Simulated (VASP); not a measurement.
VPt:

```
V Pt
1.0
     2.70283    0.00000    0.00000
     0.00000    2.70283    0.00000
     0.00000    0.00000    3.90882
V Pt
1 1
Direct
  0.50000 0.50000 0.50000
  0.00000 0.00000 0.00000
```

| Property | Result |
| --- | --- |
| Program | VASP 6.6.1 |
| Task | relaxation of cell and atoms |
| Functional | LDA |
| Potentials or basis | VASP PAW LDA potentials, release 64 (V_sv, Pt) |
| Cutoff | 600 eV |
| k mesh | 16 × 16 × 12 |
| Occupations | gaussian, width 0.1 eV |
| Spin | no spin polarisation |

At the start: pressure -13.8 GPa; volume 14.28 Å³/atom.

**Question.** How do energy, volume and symmetry change on relaxing?

**Answer.** Over 11 steps the energy falls by 34.7 meV/atom and the volume is 13.51 Å³/atom (-5.4 %); space group P4/mmm (No. 123, to 0.05 Å).

The path:
```tsv
step	energy change (eV)	largest force (eV/Å)	pressure (GPa)	volume (Å³)
1	0.0000	0.0000	-13.80	28.56
2	0.3785	0.0000	49.71	23.77
3	-0.0692	0.0000	-0.78	27.10
4	-0.0693	0.0000	-0.12	27.04
5	-0.0693	0.0000	0.15	27.01
6	-0.0693	0.0000	-0.26	27.05
7	-0.0694	0.0000	-0.13	27.03
8	-0.0694	0.0000	-0.03	27.03
9	-0.0694	0.0000	-0.07	27.03
10	-0.0694	0.0000	-0.04	27.03
11	-0.0694	0.0000	0.00	27.02
```

Final structure:
```xyz
2
Lattice="2.6543 0.0000 0.0000 0.0000 2.6543 0.0000 0.0000 0.0000 3.8356" Properties=species:S:1:pos:R:3 pbc="T T T"
V     1.3271    1.3271    1.9178
Pt    2.6543    0.0000    3.8356
```
